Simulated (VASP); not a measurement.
Set up this calculation in VASP 6.6.1, as the native input.

| Property | Result |
| --- | --- |
| Task | relaxation of cell and atoms |
| Functional | PBE |
| Potentials or basis | VASP PAW PBE potentials, release 64 (Y_sv) |
| Cutoff | 600 eV |
| k mesh | 8 × 8 × 8 |
| Occupations | fermi-dirac, width 0.05 eV |
| Spin | no spin polarisation |
| Target pressure | 30 GPa |
| Dipole correction | no |
| Further INCAR settings | ALGO = Normal; EDIFF = 1e-06; IBRION = 2; EDIFFG = -0.01; NSW = 80; ISIF = 3 |

The structure of Y lies in POSCAR:

```
Y
1.0
    3.3100000000      0.0000000000      0.0000000000
    0.0000000000      3.3100000000      0.0000000000
    0.0000000000      0.0000000000      3.3100000000
Y
1
Direct
    0.0000000000      0.0000000000      0.0000000000
```

This isn't the form of Y at room conditions, which is hcp.

The input as run:

INCAR

```
SYSTEM = Y
PREC = Accurate
ENCUT = 600
EDIFF = 1E-6
ISMEAR = -1
SIGMA = 0.05
LREAL = .False.
LASPH = .True.
NELM = 80
ALGO = Normal
ISIF = 3
LWAVE = .False.
LCHARG = .False.
GGA = PE
IBRION = 2
NSW = 80
EDIFFG = -0.01
PSTRESS = 300.0
```

KPOINTS

```
Automatic mesh
0
Gamma
  8 8 8
  0 0 0
```

Potentials or basis: VASP PAW PBE potentials, release 64 (Y_sv).

Command:

```sh
$ cat potpaw_PBE.64/Y_sv/POTCAR > POTCAR
$ mpirun -np 1 vasp_std > vasp.out
```

Results of the run:

The relaxed volume is 21.48 Å³/atom. The relaxed cell is a = 2.780 Å, b = 2.780 Å, c = 2.780 Å, α = 90.00°, β = 90.00°, γ = 90.00°, the space group after relaxing (to 0.1 Å) is Pm-3m (No. 221) and the energy change on relaxing (the run minimises the enthalpy) is +812.6 meV/atom. The ionic steps are 8, the pressure after relaxing is 30.0 GPa and the band gap on the k mesh is zero (an odd number of electrons rules out a gap without spin polarisation).

Caveat: the cell is relaxed towards a set pressure, so the run minimises the enthalpy, not the energy; the volume moved by over 15 % at a fixed basis, so the end points are rough.

Run time: 2.8 min on 1 thread of AMD EPYC 7R13, with other jobs on the host, peak memory 0.19 GiB.
